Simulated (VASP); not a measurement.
# Ir (Fm-3m) in VASP: further runs, part 2 of 2

VASP 6.6.1. Earlier steps stand in the parts before.

### 5 Single point, PBE

This run uses another cell than the first one, of 14.16 Å³/atom, 0.976 times its volume.

The input, INCAR:

```
ALGO = Normal ; EDIFF = 1E-6
ENCUT = 500 ; GGA = PE
GGA_COMPAT = F ; ISIF = 2
ISMEAR = 0 ; LASPH = T
LCHARG = F ; LREAL = F
LWAVE = F ; NBANDS = 10
NELM = 120 ; PREC = Accurate
SIGMA = 0.1
```

The input, KPOINTS:

```
k-points
0
Gamma
  8 8 8
```

The input, POSCAR:

```
Ir
1.0
    0.0000000000      1.9200010851      1.9200010851
    1.9200010851      0.0000000000      1.9200010851
    1.9200010851      1.9200010851      0.0000000000
Ir
1
Direct
    0.0000000000      0.0000000000      0.0000000000
```

Potentials or basis: VASP PAW PBE potentials, release 64 (Ir).

Command:

```sh
> cat potpaw_PBE.64/Ir/POTCAR > POTCAR
> mpirun -np 1 vasp_std > vasp.out
```

OUTCAR:

```text
EDIFF = 1E-6
   ENCUT = 500
   GGA = PE
   ISIF = 2
   ISMEAR = 0
   LASPH = T
   LREAL = F
   NELM = 120
   PREC = Accurate

 ion  position               nearest neighbor table
   1  0.000  0.000  0.000-

  LATTYP: Found a face centered cubic cell.
 ALAT       =     3.8400021702

  Lattice vectors:

 A1 = (   0.0000000000,   1.9200010851,   1.9200010851)
 A2 = (   1.9200010851,   0.0000000000,   1.9200010851)
 A3 = (   1.9200010851,   1.9200010851,   0.0000000000)

Analysis of symmetry for initial positions (statically):
=====================================================================
 Subroutine PRICEL returns:
 Original cell was already a primitive cell.

 Routine SETGRP: Setting up the symmetry group for a
 face centered cubic supercell.

 Subroutine GETGRP returns: Found 48 space group operations
 (whereof 48 operations were pure point group operations)
 out of a pool of 48 trial point group operations.

The static configuration has the point symmetry O_h .

Analysis of symmetry for dynamics (positions and initial velocities):
=====================================================================
 Subroutine PRICEL returns:
 Original cell was already a primitive cell.

 Routine SETGRP: Setting up the symmetry group for a
 face centered cubic supercell.

 Subroutine GETGRP returns: Found 48 space group operations
 (whereof 48 operations were pure point group operations)
 out of a pool of 48 trial point group operations.

The dynamic configuration has the point symmetry O_h .

 Subroutine INISYM returns: Found 48 space group operations
 (whereof 48 operations are pure point group operations),
 and found     1 'primitive' translations

----------------------------------------------------------------------------------------

                                     Primitive cell

  volume of cell :      14.1558

  direct lattice vectors                    reciprocal lattice vectors
     0.000000000  1.920001085  1.920001085    -0.260416519  0.260416519  0.260416519
     1.920001085  0.000000000  1.920001085     0.260416519 -0.260416519  0.260416519
     1.920001085  1.920001085  0.000000000     0.260416519  0.260416519 -0.260416519

  length of vectors
     2.715291574  2.715291574  2.715291574     0.451054643  0.451054643  0.451054643

  position of ions in fractional coordinates (direct lattice)
     0.000000000  0.000000000  0.000000000

  ion indices of the primitive-cell ions
   primitive index   ion index
                 1           1

----------------------------------------------------------------------------------------

 KPOINTS: k-points

Automatic generation of k-mesh.
 Grid dimensions read from file:
 generate k-points for:    8    8    8

 Generating k-lattice:

  Cartesian coordinates                     Fractional coordinates (reciprocal lattice)
    -0.032552065  0.032552065  0.032552065     0.125000000  0.000000000  0.000000000
     0.032552065 -0.032552065  0.032552065     0.000000000  0.125000000  0.000000000
     0.032552065  0.032552065 -0.032552065     0.000000000  0.000000000  0.125000000

  Length of vectors
     0.056381830  0.056381830  0.056381830

  Shift w.r.t. Gamma in fractional coordinates (k-lattice)
     0.000000000  0.000000000  0.000000000

 Subroutine IBZKPT returns following result:
 ===========================================

 Found     29 irreducible k-points:

 Following reciprocal coordinates:
            Coordinates               Weight
  0.000000  0.000000  0.000000      1.000000
  0.125000  0.000000  0.000000      8.000000
  0.250000  0.000000  0.000000      8.000000
  0.375000  0.000000  0.000000      8.000000
  0.500000  0.000000  0.000000      4.000000
  0.125000  0.125000  0.000000      6.000000
[... 16 lines left out ...]
  0.500000  0.250000  0.125000     48.000000
 -0.375000  0.250000  0.125000     24.000000
 [... further k-points ...]
   k-points           NKPTS =     29   k-points in BZ     NKDIM =     29   number of bands    NBANDS=     10
   number of dos      NEDOS =    301   number of ions     NIONS =      1
   total plane-waves  NPLWV =   8000
   dimension x,y,z NGX =    20 NGY =   20 NGZ =   20
   dimension x,y,z NGXF=    40 NGYF=   40 NGZF=   40
   ions per type =               1
   NGX,Y,Z   is equivalent  to a cutoff of  12.25, 12.25, 12.25 a.u.
   NGXF,Y,Z  is equivalent  to a cutoff of  24.49, 24.49, 24.49 a.u.
 SYSTEM =  unknown system
   PREC   = accura    normal or accurate (medium, high low for compatibility)
   ISTART =      0    job   : 0-new  1-cont  2-samecut
   ICHARG =      2    charge: 1-file 2-atom 10-const
   ISPIN  =      1    spin polarized calculation?
   LNONCOLLINEAR =      F non collinear calculations
   LSORBIT =      F    spin-orbit coupling
   LASPH  =      T    aspherical Exc in radial PAW
   ENCUT  =  500.0 eV  36.75 Ry    6.06 a.u.   4.95  4.95  4.95*2*pi/ulx,y,z
   NELM   =    120;   NELMIN=  2; NELMDL= -5     # of ELM steps
   EDIFF  = 0.1E-05   stopping-criterion for ELM
   LREAL  =      F    real-space projection
   EDIFFG = 0.1E-04   stopping-criterion for IOM
   NSW    =      0    number of steps for IOM
   IBRION =     -1    ionic relax: 0-MD 1-quasi-New 2-CG
   NFREE  =      0    steps in history (QN), initial steepest desc. (CG)
   ISIF   =      2    stress and relaxation
   ISYM   =      2    0-nonsym 1-usesym 2-fastsym
   POTIM  = 0.5000    time-step for ionic-motion
   TEBEG  =    0.0;   TEEND  =   0.0 temperature during run
   PSTRESS=    0.0 pullay stress
   NELECT =       9.0000    total number of electrons
   NUPDOWN=      -1.0000    fix difference up-down
   EMIN   =  10.00;   EMAX   =-10.00  energy-range for DOS
   EFERMI =   0.00;   METHOD = LEGACY
   ISMEAR =     0;   SIGMA  =   0.10  broadening in eV -4-tet -1-fermi 0-gaus
   EFERMI_NEDOS =   21; number of points for ismear=-14 and -15
   IALGO  =     38    algorithm
   IMIX   =      4    mixing-type and parameters
     AMIX     =   0.40;   BMIX     =  1.00
     AMIX_MAG =   1.60;   BMIX_MAG =  1.00
  volume/ion in A,a.u.               =      14.16        95.53
  Fermi-wavevector in a.u.,A,eV,Ry     =   1.407702  2.660172 26.961660  1.981626
  Thomas-Fermi vector in A             =   2.529935
   LORBIT       =      0    0 simple, 1 ext, 2 COOP (PROOUT), +10 PAW based schemes
   GGA     = PE    functional components
   LHFCALC =     F    Hartree Fock is set to
   AEXX    =    0.0000 exact exchange contribution
   IVDW    =     0    specifies the selected vdW correction
   LEPSILON=     F    determine dielectric tensor
   LRPA    =     F    only Hartree local field effects (RPA)
 non-spin polarized calculation
 Gauss-broadening in eV      SIGMA  =   0.10
  energy-cutoff  :      500.00
  volume of cell :       14.16
 maximum number of plane-waves:       370
   NGX =  9   NGY =  9   NGZ =  9

 number of electron       9.0000000 magnetization

 Free energy of the ion-electron system (eV)
  ---------------------------------------------------
  ext. energy  EPLUGINS =         0.00000000
  ---------------------------------------------------
  free energy    TOTEN  =        -8.76806572 eV

  energy without entropy =       -8.75949673  energy(sigma->0) =       -8.76378123

 E-fermi :  10.4516     XC(G=0): -13.9836

 val. band max:       10.4066370257   @ k =  -0.3750   0.1250   0.0000
 cond. band min:      10.4734140182   @ k =  -0.3750   0.2500   0.0000
 fundamental gap:      0.0667769925
 Fermi energy:        10.4515958610

 k-point     1 :       0.0000    0.0000    0.0000
  band No.  band energies     occupation
      1      -0.7173      2.00000
      2       6.5140      2.00000
      3       6.5140      2.00000
      4       6.5140      2.00000
      5       9.2118      2.00000
      6       9.2118      2.00000
      7      24.7064      0.00000
      8      30.3120      0.00000
      9      30.3120      0.00000
     10      30.3120      0.00000

 k-point     2 :       0.1250    0.0000    0.0000
  band No.  band energies     occupation
      1      -0.0457      2.00000
      2       6.1938      2.00000
      3       6.7782      2.00000
      4       6.7782      2.00000
      5       9.0689      2.00000
      6       9.0689      2.00000
      7      25.8076      0.00000
      8      27.7249      0.00000
      9      31.4220      0.00000
     10      31.4220      0.00000
[... 274 lines left out ...]
 k-point    24 :      -0.3750    0.2500    0.1250
  band No.  band energies     occupation
      1       3.7757      2.00000
      2       5.1717      2.00000
      3       6.7892      2.00000
      4       7.8227      2.00000
      5      10.9774      0.00000
      6      15.5674      0.00000
      7      17.0662      0.00000
      8      26.1382      0.00000
      9      26.2877      0.00000
     10      30.2094      0.00000

 [... further k-points ...]
[... 5 lines left out ...]
  --------------------------------------------------------------------------------------
  -------------------------------------------------------------------------------------
  Total        0.9556038      0.9556038      0.9556038     -0.0000000     -0.0000000     -0.0000000
  in kB      108.1568450    108.1568450    108.1568450     -0.0000000     -0.0000000     -0.0000000
  external PRESSURE =     108.1568450 kB  Pullay stress =       0.0000000 kB

 VOLUME and BASIS-vectors are now :
 -----------------------------------------------------------------------------
  energy-cutoff  :      500.00
  volume of cell :       14.16
      direct lattice vectors                 reciprocal lattice vectors
     0.000000000  1.920001085  1.920001085    -0.260416519  0.260416519  0.260416519
     1.920001085  0.000000000  1.920001085     0.260416519 -0.260416519  0.260416519
     1.920001085  1.920001085  0.000000000     0.260416519  0.260416519 -0.260416519

 POSITION                                       TOTAL-FORCE (eV/Angst)
 -----------------------------------------------------------------------------------
      0.00000      0.00000      0.00000         0.000000      0.000000      0.000000
 -----------------------------------------------------------------------------------
    total drift:                               -0.000000     -0.000000     -0.000000

  FREE ENERGIE OF THE ION-ELECTRON SYSTEM (eV)
  ---------------------------------------------------
  free  energy   TOTEN  =        -8.7680657243 eV

  energy  without entropy=       -8.7594967321  energy(sigma->0) =       -8.76378123
```

OSZICAR:

```text
N       E                     dE             d eps       ncg     rms          rms(c)
DAV:   1     0.455443509049E+02    0.45544E+02   -0.42930E+03   580   0.787E+02
DAV:   2    -0.847783659125E+01   -0.54022E+02   -0.51120E+02   590   0.192E+02
DAV:   3    -0.931316946810E+01   -0.83533E+00   -0.83360E+00   674   0.286E+01
DAV:   4    -0.932084992923E+01   -0.76805E-02   -0.76792E-02   650   0.264E+00
DAV:   5    -0.932099430734E+01   -0.14438E-03   -0.14437E-03   674   0.348E-01    0.154E+01
DAV:   6    -0.885977475734E+01    0.46122E+00   -0.78456E-01   640   0.109E+01    0.643E+00
DAV:   7    -0.877409000774E+01    0.85685E-01   -0.25785E-01   680   0.575E+00    0.154E+00
DAV:   8    -0.876979221001E+01    0.42978E-02   -0.24811E-03   638   0.574E-01    0.789E-01
DAV:   9    -0.876805802448E+01    0.17342E-02   -0.14150E-03   654   0.522E-01    0.150E-02
DAV:  10    -0.876806623340E+01   -0.82089E-05   -0.77497E-06   774   0.250E-02    0.209E-02
DAV:  11    -0.876806572426E+01    0.50913E-06   -0.46196E-07   354   0.937E-03
   1 F= -.87680657E+01 E0= -.87637812E+01  d E =-.856899E-02
```

It took 7.2 s on 1 thread of AMD EPYC 7R43 (Zen 3), shared host; peak memory 0.09 GiB.

Results:

- Free energy: -8.7681 eV
- Pressure: 10.8 GPa

Caveat: spin-orbit coupling is left out, which moves the levels of the heavy elements.

### 6 Single point, PBE

This run uses another cell than the first one, of 14.56 Å³/atom, 1.004 times its volume.

The input, INCAR:

```
ALGO = Normal
EDIFF = 1E-6
ENCUT = 500
GGA = PE
GGA_COMPAT = F
ISIF = 2
ISMEAR = 0
LASPH = T
LCHARG = F
LREAL = F
LWAVE = F
NBANDS = 10
NELM = 120
PREC = Accurate
SIGMA = 0.1
```

KPOINTS is that of step 5.

The input, POSCAR:

```
Ir
1.0
    0.0000000000      1.9379612704      1.9379612704
    1.9379612704      0.0000000000      1.9379612704
    1.9379612704      1.9379612704      0.0000000000
Ir
1
Direct
    0.0000000000      0.0000000000      0.0000000000
```

Potentials or basis: VASP PAW PBE potentials, release 64 (Ir).

Command:

```sh
> cat potpaw_PBE.64/Ir/POTCAR > POTCAR
> mpirun -np 1 vasp_std > vasp.out
```

Wall time 8.7 s (1 thread of AMD EPYC 7R43 (Zen 3), shared host); peak memory 0.09 GiB.

It converged, with:

```yaml
Free_energy: -8.7820 eV
Pressure: 0.4 GPa
```

Levels at points of the mesh, in eV from the Fermi level:
```
           k point  band 1  band 2  band 3  band 4  band 5  band 6  band 7  band 8  band 9
(0.00, 0.00, 0.00)  -10.86   -3.77   -3.77   -3.77   -1.19   -1.19   14.31   19.75   19.75
(0.50, 0.00, 0.00)   -7.86   -3.86   -3.86   -0.73    0.80    0.80    6.93   13.86   19.49
(0.50, 0.50, 0.00)   -7.63   -7.09    0.78    1.35    1.35    1.65   10.08   11.53   11.53
```

Caveat: spin-orbit coupling is left out, which moves the levels of the heavy elements.

### 7 Summary

```tsv
task	cell	k mesh	cutoff (eV)	gap on the mesh (eV)	pressure (GPa)
single point	a = 2.737 Å, angles 60.0°, 1 atom	18 × 18 × 18	520	none	0.5
relaxation of cell and atoms	relaxed from a = 2.741 Å, angles 60.0°, 1 atom	18 × 18 × 18	600	none	0.0
single point	a = 2.737 Å, angles 60.0, 60.0, 90.0°, 1 atom	13 × 13 × 18	520	none	0.5
single point	a = 2.715 Å, angles 60.0°, 1 atom	8 × 8 × 8	500	none	10.8
single point	a = 2.741 Å, angles 60.0°, 1 atom	8 × 8 × 8	500	none	0.4
```

Alike in all rows: level PBE; potentials or basis VASP PAW PBE potentials, release 64 (Ir); no spin polarisation; smearing gaussian 0.1 eV.

Caveats: spin-orbit coupling is left out, which moves the levels of the heavy elements.

Absolute energies hang on the potentials; compare differences alone.
